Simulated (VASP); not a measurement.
SiC:

```
CELL_PARAMETERS angstrom
0.00000 2.17400 2.17400
2.17400 0.00000 2.17400
2.17400 2.17400 0.00000
ATOMIC_POSITIONS crystal
Si 0.00000 0.00000 0.00000
C 0.75000 0.75000 0.75000
```

| Item | Value |
| --- | --- |
| Program | VASP 6.6.1 |
| Task | relaxation of cell and atoms |
| Functional | PBE |
| Potentials or basis | VASP PAW PBE potentials, release 64 (Si, C) |
| Cutoff | 600 eV |
| k mesh | 12 × 12 × 12 |
| Occupations | gaussian, width 0.02 eV |
| Spin | no spin polarisation |

At the start: pressure 4.6 GPa; volume 10.27 Å³/atom.

Where does the relaxation end?

Over 3 steps the energy falls by 3.1 meV/atom and the volume is 10.49 Å³/atom (+2.1 %); space group F-43m (No. 216, to 0.05 Å).

Step by step:
```
step  energy change (eV)  largest force (eV/Å)  pressure (GPa)  volume (Å³)
   1              0.0000                0.0000            4.64        20.55
   2              0.0003                0.0000           -4.42        21.45
   3             -0.0062                0.0000           -0.01        20.99
```

Final structure:
```cif
data_structure
_symmetry_space_group_name_H-M 'P 1'
_symmetry_Int_Tables_number 1
_cell_length_a 3.0961
_cell_length_b 3.0961
_cell_length_c 3.0961
_cell_angle_alpha 60.000
_cell_angle_beta 60.000
_cell_angle_gamma 60.000
_cell_volume 20.99
loop_
_atom_site_label
_atom_site_type_symbol
_atom_site_fract_x
_atom_site_fract_y
_atom_site_fract_z
_atom_site_occupancy
Si1 Si 0.00000 0.00000 0.00000 1
C1 C 0.75000 0.75000 0.75000 1
```
